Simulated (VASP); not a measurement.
Input of a VASP 6.6.1 run:

Contents of POSCAR:

```
Al2Pt
1.0
    0.0000000000      2.9550000000      2.9550000000
    2.9550000000      0.0000000000      2.9550000000
    2.9550000000      2.9550000000      0.0000000000
Pt Al
1 2
Direct
    0.0000000000      0.0000000000      0.0000000000
    0.7500000000      0.7500000000      0.7500000000
    0.2500000000      0.2500000000      0.2500000000
```

Contents of INCAR.step1:

```
ALGO = Normal ; EDIFF = 1E-5
ENCUT = 520 ; GGA = PE
ISIF = 2 ; ISMEAR = -1
LASPH = True ; LCHARG = False
LREAL = False ; LWAVE = True
NBANDS = 15 ; NELM = 80
PREC = Accurate ; SIGMA = 0.05
```

The input INCAR.step2:

```
AEXX = 0.25 ; ALGO = Normal
EDIFF = 1E-6 ; ENCUT = 520
ISIF = 2 ; ISMEAR = -1
ISTART = 1 ; LASPH = True
LCHARG = False ; LHFCALC = True
LMIXTAU = True ; LREAL = False
LWAVE = False ; METAGGA = R2SCAN
NBANDS = 15 ; NELM = 80
PREC = Accurate ; PRECFOCK = Normal
SIGMA = 0.05
```

KPOINTS

```
k-points
0
Gamma
  4 4 4
```

Potentials or basis: VASP PAW PBE potentials, release 64 (Pt, Al).

Launch:

```bash
$ cat potpaw_PBE.64/Pt/POTCAR potpaw_PBE.64/Al/POTCAR > POTCAR
$ cp INCAR.step1 INCAR
$ mpirun -np 1 vasp_std > vasp.out
$ cp INCAR.step2 INCAR
$ mpirun -np 1 vasp_std > vasp.out
```

(1) Predict the band gap on the k mesh.

(2) What does it give for the pressure?

## Answers

(1) zero (bands 8 and 9 overlap by 7.04 eV).

(2) -2.0 GPa.

Caveat: the k points lie up to 0.46 Å⁻¹ apart, too coarse for converged energies and pressures of a metal; the PAW data sets were made with another functional, which shifts forces and pressure a little; spin-orbit coupling is left out, which moves the levels of the heavy elements.
